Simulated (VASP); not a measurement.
Write the native input for VASP 6.6.1 that does the following.

```yaml
Task: single point
Functional: revPBE
Potentials_or_basis: VASP PAW PBE potentials, release 64 (W_sv)
Cutoff: 500 eV
k_mesh: 7 × 7 × 7
Occupations: fermi-dirac, width 0.05 eV
Spin: no spin polarisation
Dipole_correction: no
Further_INCAR_settings: ALGO = Normal; EDIFF = 1e-06; NBANDS = 21
```

The structure of W lies in POSCAR:

```
W
1.0
    0.0000000000      2.7987353502      2.7987353502
    2.7987353502      0.0000000000      2.7987353502
    2.7987353502      2.7987353502      0.0000000000
W
2
Direct
    1.0000000000      1.0000000000      1.0000000000
    0.2500000000      0.2500000000      0.2500000000
```

This isn't the form of W at room conditions, which is bcc.

The input as run:

INCAR

```
PREC     = Accurate       # precision mode
ENCUT    = 500            # plane-wave cutoff, eV
EDIFF    = 1E-6           # SCF threshold, eV
ISMEAR   = -1             # smearing method
SIGMA    = 0.05           # smearing width, eV
LREAL    = False          # projectors in reciprocal space
LASPH    = True           # aspherical terms in the spheres
NELM     = 120            # most SCF steps
ALGO     = Normal         # electronic algorithm
ISIF     = 2              # what is computed and relaxed
LWAVE    = False          # write WAVECAR
LCHARG   = False          # write CHGCAR
GGA      = RE             # functional
NBANDS   = 21             # bands
GGA_COMPAT= False
```

KPOINTS

```
regular mesh
0
Gamma
  7 7 7
```

Potentials or basis: VASP PAW PBE potentials, release 64 (W_sv).

Run with:

```sh
$ cat potpaw_PBE.64/W_sv/POTCAR > POTCAR
$ mpirun -np 1 vasp_std > vasp.out
```

Results of the run:

The pressure is 21.1 GPa and the band gap on the k mesh is zero (bands 14 and 15 overlap by 0.74 eV).

Caveat: the cell stands under pressure; the PAW data sets were made with another functional, which shifts forces and pressure a little; spin-orbit coupling is left out, which moves the levels of the heavy elements.

Wall time 9.3 s on 1 thread of AMD EPYC 9R45 96-Core Processor (Zen 5), on a shared host, peak memory 0.14 GiB.
